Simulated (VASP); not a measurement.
Here is a VASP 6.6.1 calculation.

INCAR

```
SYSTEM = As
PREC = Accurate
ENCUT = 520
EDIFF = 1E-7
ISMEAR = 1
SIGMA = 0.1
LREAL = .False.
LASPH = .True.
NELM = 80
ALGO = Normal
ISIF = 2
LWAVE = .False.
LCHARG = .False.
GGA = PS
NBANDS = 8
```

Contents of KPOINTS:

```
regular mesh
0
Gamma
  10 10 10
  0 0 0
```

Contents of POSCAR:

```
As
1.0
    2.7036820000      0.0000000000      0.0000000000
    0.0000000000      2.7036820000      0.0000000000
    0.0000000000      0.0000000000      2.7036820000
As
1
Direct
    0.5000000000      0.5000000000      0.5000000000
```

Potentials or basis: VASP PAW PBE potentials, release 64 (As).

Launch:

```sh
$ cat potpaw_PBE.64/As/POTCAR > POTCAR
$ mpirun -np 1 vasp_std > vasp.out
```

Problem. Predict the pressure.

Solution. -1.2 GPa.

Caveat: the PAW data sets were made with another functional, which shifts forces and pressure a little.
